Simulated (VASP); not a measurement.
# SrAlMo4 (P4/mmm) in VASP: single point with PBE

Aim: the single point of SrAlMo4 with PBE.

All numbers are computed with VASP 6.6.1; they aren't measurements. Logs are shortened: lines on timing, memory, paths and dates and some standing lists are left out, and cuts for length are marked.

## 1. The cell of the first run

It takes space group P4/mmm (No. 123, tetragonal). Conventional cell: a = 4.620 Å, b = 4.620 Å, c = 7.265 Å, α = 90.00°, β = 90.00°, γ = 90.00°. Sr (site symmetry 4/mmm) has 6 Mo at 2.31 to 2.61 Å within 3.1 Å. Within 4.9 Å of Al (site symmetry 4/mmm) lie 16 Mo at 3.42 to 4.30 Å and 4 Al at 4.62 Å and 8 Sr at 4.89 Å. Mo (site symmetry mmm) has 2 Sr at 2.31 Å within 3.1 Å. Within 2.7 Å of Mo (site symmetry 4mm) lie 1 Mo at 2.04 Å and 1 Sr at 2.61 Å.

## 2. Single point, PBE

Input file INCAR:

```
SYSTEM = SrAlMo4
ALGO = Fast
EDIFF = 1E-6
ENCUT = 520
GGA = PE
ISIF = 2
ISMEAR = 0
LASPH = .True.
LCHARG = .False.
LREAL = .False.
LWAVE = .False.
NBANDS = 44
NELM = 60
PREC = Accurate
SIGMA = 0.1
```

Input file KPOINTS:

```
k-points
0
Gamma
  4 4 4
  0 0 0
```

Input file POSCAR:

```
SrAlMo4
1.0
    4.6198048717      0.0000000000      0.0000000000
    0.0000000000      4.6198048717      0.0000000000
    0.0000000000      0.0000000000      7.2647898298
Sr Al Mo
1 1 4
Direct
    0.0000000000      0.0000000000      0.0000000000
    0.5000000000      0.5000000000      0.5000000000
    0.5000000000      0.0000000000      0.0000000000
    0.0000000000      0.5000000000      0.0000000000
    0.0000000000      0.0000000000      0.3594343640
    0.0000000000      0.0000000000      0.6405656360
```

Potentials or basis: VASP PAW PBE potentials, release 64 (Sr_sv, Al, Mo_sv).

Command:

```bash
$ cat potpaw_PBE.64/Sr_sv/POTCAR potpaw_PBE.64/Al/POTCAR potpaw_PBE.64/Mo_sv/POTCAR > POTCAR
$ mpirun -np 1 vasp_std > vasp.out
```

OUTCAR:

```text
SYSTEM = SrAlMo4
   EDIFF = 1E-6
   ENCUT = 520
   GGA = PE
   ISIF = 2
   ISMEAR = 0
   LASPH = .True.
   LREAL = .False.
   NELM = 60
   PREC = Accurate

 ion  position               nearest neighbor table
   1  0.000  0.000  0.000-   3 2.31   4 2.31   4 2.31   3 2.31   5 2.61   6 2.61
   2  0.500  0.500  0.500-   5 3.42   6 3.42   5 3.42   6 3.42   5 3.42   6 3.42   5 3.42   6 3.42

   3  0.500  0.000  0.000-   1 2.31   1 2.31   4 3.27   4 3.27   4 3.27   4 3.27   5 3.49   5 3.49
                             6 3.49   6 3.49
   4  0.000  0.500  0.000-   1 2.31   1 2.31   3 3.27   3 3.27   3 3.27   3 3.27   5 3.49   6 3.49
                             5 3.49   6 3.49
   5  0.000  0.000  0.359-   6 2.04   1 2.61   2 3.42   2 3.42   2 3.42   2 3.42   4 3.49   3 3.49
                             3 3.49   4 3.49
   6  0.000  0.000  0.641-   5 2.04   1 2.61   2 3.42   2 3.42   2 3.42   2 3.42   4 3.49   3 3.49
                             3 3.49   4 3.49

  LATTYP: Found a simple tetragonal cell.
 ALAT       =     4.6198048717
 C/A-ratio  =     1.5725317479

  Lattice vectors:

 A1 = (   4.6198048717,   0.0000000000,   0.0000000000)
 A2 = (   0.0000000000,   4.6198048717,   0.0000000000)
 A3 = (   0.0000000000,   0.0000000000,   7.2647898298)

Analysis of symmetry for initial positions (statically):
=====================================================================
 Subroutine PRICEL returns:
 Original cell was already a primitive cell.

 Routine SETGRP: Setting up the symmetry group for a
 simple tetragonal supercell.

 Subroutine GETGRP returns: Found 16 space group operations
 (whereof 16 operations were pure point group operations)
 out of a pool of 16 trial point group operations.

The static configuration has the point symmetry D_4h.

Analysis of symmetry for dynamics (positions and initial velocities):
=====================================================================
 Subroutine PRICEL returns:
 Original cell was already a primitive cell.

 Routine SETGRP: Setting up the symmetry group for a
 simple tetragonal supercell.

 Subroutine GETGRP returns: Found 16 space group operations
 (whereof 16 operations were pure point group operations)
 out of a pool of 16 trial point group operations.

The dynamic configuration has the point symmetry D_4h.

 Subroutine INISYM returns: Found 16 space group operations
 (whereof 16 operations are pure point group operations),
 and found     1 'primitive' translations

----------------------------------------------------------------------------------------

                                     Primitive cell

  volume of cell :     155.0495

  direct lattice vectors                    reciprocal lattice vectors
     4.619804872  0.000000000  0.000000000     0.216459359  0.000000000  0.000000000
     0.000000000  4.619804872  0.000000000     0.000000000  0.216459359  0.000000000
     0.000000000  0.000000000  7.264789830     0.000000000  0.000000000  0.137650231

  length of vectors
     4.619804872  4.619804872  7.264789830     0.216459359  0.216459359  0.137650231

  position of ions in fractional coordinates (direct lattice)
     0.000000000  0.000000000  0.000000000
     0.500000000  0.500000000  0.500000000
     0.500000000  0.000000000  0.000000000
     0.000000000  0.500000000  0.000000000
     0.000000000  0.000000000  0.359434364
     0.000000000  0.000000000  0.640565636

  ion indices of the primitive-cell ions
   primitive index   ion index
                 1           1
                 2           2
                 3           3
                 4           4
                 5           5
                 6           6

----------------------------------------------------------------------------------------

 KPOINTS: k-points

Automatic generation of k-mesh.
 Grid dimensions read from file:
 generate k-points for:    4    4    4

 Generating k-lattice:

  Cartesian coordinates                     Fractional coordinates (reciprocal lattice)
     0.054114840  0.000000000  0.000000000     0.250000000  0.000000000  0.000000000
     0.000000000  0.054114840  0.000000000     0.000000000  0.250000000  0.000000000
     0.000000000  0.000000000  0.034412558     0.000000000  0.000000000  0.250000000

  Length of vectors
     0.054114840  0.054114840  0.034412558

  Shift w.r.t. Gamma in fractional coordinates (k-lattice)
     0.000000000  0.000000000  0.000000000

 Subroutine IBZKPT returns following result:
 ===========================================

 Found     18 irreducible k-points:

 Following reciprocal coordinates:
            Coordinates               Weight
  0.000000  0.000000  0.000000      1.000000
  0.250000  0.000000  0.000000      4.000000
  0.500000  0.000000  0.000000      2.000000
  0.250000  0.250000  0.000000      4.000000
  0.500000  0.250000  0.000000      4.000000
  0.500000  0.500000  0.000000      1.000000
[... 10 lines left out ...]
  0.500000  0.250000  0.500000      4.000000
  0.500000  0.500000  0.500000      1.000000
   k-points           NKPTS =     18   k-points in BZ     NKDIM =     18   number of bands    NBANDS=     44
   number of dos      NEDOS =    301   number of ions     NIONS =      6
   total plane-waves  NPLWV =  69984
   dimension x,y,z NGX =    36 NGY =   36 NGZ =   54
   dimension x,y,z NGXF=    72 NGYF=   72 NGZF=  108
   ions per type =               1   1   4
   NGX,Y,Z   is equivalent  to a cutoff of  12.95, 12.95, 12.36 a.u.
   NGXF,Y,Z  is equivalent  to a cutoff of  25.91, 25.91, 24.71 a.u.
 SYSTEM =  SrAlMo4
   PREC   = accura    normal or accurate (medium, high low for compatibility)
   ISTART =      0    job   : 0-new  1-cont  2-samecut
   ICHARG =      2    charge: 1-file 2-atom 10-const
   ISPIN  =      1    spin polarized calculation?
   LNONCOLLINEAR =      F non collinear calculations
   LSORBIT =      F    spin-orbit coupling
   LASPH  =      T    aspherical Exc in radial PAW
   ENCUT  =  520.0 eV  38.22 Ry    6.18 a.u.   8.59  8.59 13.51*2*pi/ulx,y,z
   NELM   =     60;   NELMIN=  2; NELMDL= -5     # of ELM steps
   EDIFF  = 0.1E-05   stopping-criterion for ELM
   LREAL  =      F    real-space projection
   EDIFFG = 0.1E-04   stopping-criterion for IOM
   NSW    =      0    number of steps for IOM
   IBRION =     -1    ionic relax: 0-MD 1-quasi-New 2-CG
   NFREE  =      0    steps in history (QN), initial steepest desc. (CG)
   ISIF   =      2    stress and relaxation
   ISYM   =      2    0-nonsym 1-usesym 2-fastsym
   POTIM  = 0.5000    time-step for ionic-motion
   TEBEG  =    0.0;   TEEND  =   0.0 temperature during run
   PSTRESS=    0.0 pullay stress
   NELECT =      69.0000    total number of electrons
   NUPDOWN=      -1.0000    fix difference up-down
   EMIN   =  10.00;   EMAX   =-10.00  energy-range for DOS
   EFERMI =   0.00;   METHOD = LEGACY
   ISMEAR =     0;   SIGMA  =   0.10  broadening in eV -4-tet -1-fermi 0-gaus
   EFERMI_NEDOS =   21; number of points for ismear=-14 and -15
   IALGO  =     68    algorithm
   IMIX   =      4    mixing-type and parameters
     AMIX     =   0.40;   BMIX     =  1.00
     AMIX_MAG =   1.60;   BMIX_MAG =  1.00
  volume/ion in A,a.u.               =      25.84       174.39
  Fermi-wavevector in a.u.,A,eV,Ry     =   1.249878  2.361928 21.254966  1.562196
  Thomas-Fermi vector in A             =   2.383899
   LORBIT       =      0    0 simple, 1 ext, 2 COOP (PROOUT), +10 PAW based schemes
   GGA     = PE    functional components
   LHFCALC =     F    Hartree Fock is set to
   AEXX    =    0.0000 exact exchange contribution
   IVDW    =     0    specifies the selected vdW correction
   LEPSILON=     F    determine dielectric tensor
   LRPA    =     F    only Hartree local field effects (RPA)
 non-spin polarized calculation
 RMM-DIIS sequential band-by-band and
 Gauss-broadening in eV      SIGMA  =   0.10
  energy-cutoff  :      520.00
  volume of cell :      155.05
 maximum number of plane-waves:      4212
 NGX is ok and might be reduce to    36
   NGX = 17   NGY = 17   NGZ = 27

 number of electron      68.9999993 magnetization

 Free energy of the ion-electron system (eV)
  ---------------------------------------------------
  ext. energy  EPLUGINS =         0.00000000
  ---------------------------------------------------
  free energy    TOTEN  =       -29.85883587 eV

  energy without entropy =      -29.80631382  energy(sigma->0) =      -29.83257484

 E-fermi :   5.1514     XC(G=0):  -9.9339

 val. band max:        5.1128377711   @ k =   0.2500   0.0000   0.0000
 cond. band min:       5.1537082993   @ k =   0.5000   0.2500   0.2500
 fundamental gap:      0.0408705282
 Fermi energy:         5.1514306530

 k-point     1 :       0.0000    0.0000    0.0000
  band No.  band energies     occupation
      1     -56.3815      2.00000
      2     -55.7896      2.00000
      3     -55.7537      2.00000
      4     -55.4120      2.00000
      5     -32.2349      2.00000
      6     -30.4391      2.00000
[... 36 lines left out ...]
     43       7.9528      0.00000
     44       7.9602      0.00000

 k-point     2 :       0.2500    0.0000    0.0000
  band No.  band energies     occupation
      1     -56.3815      2.00000
      2     -55.7839      2.00000
      3     -55.7585      2.00000
      4     -55.4120      2.00000
      5     -32.2489      2.00000
      6     -31.0394      2.00000
[... 36 lines left out ...]
     43       7.7911      0.00000
     44       8.2280      0.00000

 k-point     3 :       0.5000    0.0000    0.0000
  band No.  band energies     occupation
      1     -56.3814      2.00000
      2     -55.7716      2.00000
      3     -55.7699      2.00000
      4     -55.4119      2.00000
      5     -32.2680      2.00000
      6     -31.3452      2.00000
[... 694 lines left out ...]
     43       7.2963      0.00000
     44       7.6649      0.00000

 k-point    18 :       0.5000    0.5000    0.5000
  band No.  band energies     occupation
      1     -56.3813      2.00000
      2     -55.7698      2.00000
      3     -55.7698      2.00000
      4     -55.4120      2.00000
      5     -32.1935      2.00000
      6     -31.9908      2.00000
[... 36 lines left out ...]
     43       6.9987      0.00000
     44       7.1614      0.00000

------------------------ aborting loop because EDIFF is reached ----------------------------------------

  FORCE on cell =-STRESS in cart. coord.  units (eV):
  Direction    XX          YY          ZZ          XY          YZ          ZX
  --------------------------------------------------------------------------------------
  -------------------------------------------------------------------------------------
  Total        1.4132404      1.4132404      1.3758796      0.0000000     -0.0000000      0.0000000
  in kB       14.6034786     14.6034786     14.2174172      0.0000000     -0.0000000      0.0000000
  external PRESSURE =      14.4747915 kB  Pullay stress =       0.0000000 kB

 VOLUME and BASIS-vectors are now :
 -----------------------------------------------------------------------------
  energy-cutoff  :      520.00
  volume of cell :      155.05
      direct lattice vectors                 reciprocal lattice vectors
     4.619804872  0.000000000  0.000000000     0.216459359  0.000000000  0.000000000
     0.000000000  4.619804872  0.000000000     0.000000000  0.216459359  0.000000000
     0.000000000  0.000000000  7.264789830     0.000000000  0.000000000  0.137650231

 POSITION                                       TOTAL-FORCE (eV/Angst)
 -----------------------------------------------------------------------------------
      0.00000      0.00000      0.00000         0.000000      0.000000      0.000000
      2.30990      2.30990      3.63239         0.000000      0.000000      0.000000
      2.30990      0.00000      0.00000         0.000000      0.000000      0.000000
      0.00000      2.30990      0.00000         0.000000      0.000000      0.000000
      0.00000      0.00000      2.61122         0.000000     -0.000000     -0.439937
      0.00000      0.00000      4.65357         0.000000     -0.000000      0.439937
 -----------------------------------------------------------------------------------
    total drift:                                0.000000      0.000000     -0.000000

  FREE ENERGIE OF THE ION-ELECTRON SYSTEM (eV)
  ---------------------------------------------------
  free  energy   TOTEN  =       -29.8588358670 eV

  energy  without entropy=      -29.8063138223  energy(sigma->0) =      -29.83257484
```

Run time: 5.3 min. Hardware: 1 thread of Oxide Virtual Turin-like, shared host; peak memory 0.28 GiB.

Results:

| Property | Result |
| --- | --- |
| Free energy | -29.8588 eV |
| Pressure | 1.4 GPa |
| Largest force | 0.440 eV/Å |
| Band gap on the k mesh | zero (an odd number of electrons rules out a gap without spin polarisation) |

Forces in eV/Å, atoms in the order of the input:
```
Sr   0.000  0.000  0.000
Al   0.000  0.000  0.000
Mo   0.000  0.000  0.000
Mo   0.000  0.000  0.000
Mo   0.000  0.000 -0.440
Mo   0.000  0.000  0.440
```

Levels at points of the mesh, in eV from the Fermi level:
| k point | band 31 | band 32 | band 33 | band 34 | band 35 | band 36 | band 37 | band 38 |
| --- | --- | --- | --- | --- | --- | --- | --- | --- |
| (0.00, 0.00, 0.00) | -1.62 | -0.93 | -0.79 | -0.46 | 0.22 | 0.40 | 0.40 | 0.74 |
| (0.50, 0.00, 0.00) | -1.05 | -0.84 | -0.61 | -0.46 | -0.37 | 0.05 | 0.19 | 0.32 |
| (0.50, 0.50, 0.00) | -0.61 | -0.61 | -0.53 | -0.52 | -0.26 | 0.14 | 0.58 | 0.70 |
| (0.00, 0.00, 0.50) | -1.67 | -1.00 | -0.90 | -0.63 | 0.40 | 0.40 | 0.82 | 1.07 |
| (0.50, 0.00, 0.50) | -1.47 | -0.97 | -0.74 | -0.51 | -0.14 | 0.13 | 0.15 | 0.28 |
| (0.50, 0.50, 0.50) | -0.95 | -0.88 | -0.88 | -0.82 | 0.36 | 0.70 | 0.83 | 0.95 |

Caveat: atoms lie so close that the PAW spheres overlap strongly, which falsifies energies and pressures.

The gap in the log of VASP goes by the Fermi energy; the results here count the filled bands.